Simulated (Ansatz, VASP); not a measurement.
## Two plane-wave programs on TiAl5

```
Ti Al
1.0
     3.05169    0.00000    0.00000
    -1.52584    2.64284    0.00000
     0.00000    0.00000   15.27029
Ti Al
1 5
Direct
  0.00000 0.00000 0.00000
  0.66667 0.33333 0.16976
  0.00000 0.00000 0.33337
  0.66667 0.33333 0.50000
  0.00000 0.00000 0.66663
  0.66667 0.33333 0.83024
```

Change from the starting cell: species swapped into the Li5Mg type (P-6m2, No. 187).

Alike in both runs: task relaxation of cell and atoms; functional PBE; k mesh 6 × 6 × 1; occupations gaussian, width 0.1 eV; no spin polarisation.

|  | VASP | Ansatz |
| --- | --- | --- |
| version | VASP 6.6.1 | Ansatz 0.2.0 |
| potentials or method | VASP PAW PBE potentials, release 64 (Ti_sv, Al), cutoff 600 eV | scalar-relativistic, plane waves, PAW |
| valence electrons in the cell | 27 | 27 |

```csv
,VASP,Ansatz,Ansatz less VASP
"gap on the k mesh at the Fermi level, each at its own relaxed structure (eV)",none,none,-
relaxed volume (Å³/atom),16.64,16.64,+0.001
relaxed length of the cell vector where the two differ most in proportion (Å),13.870,13.889,+0.0192
```

A gap of «none» marks a metal or a gap that the smearing closes.

The k mesh is coarse, so the values compare programs but aren't converged. Noted on VASP's run: the volume moved by over 15 % at a fixed basis, so the end points are rough.
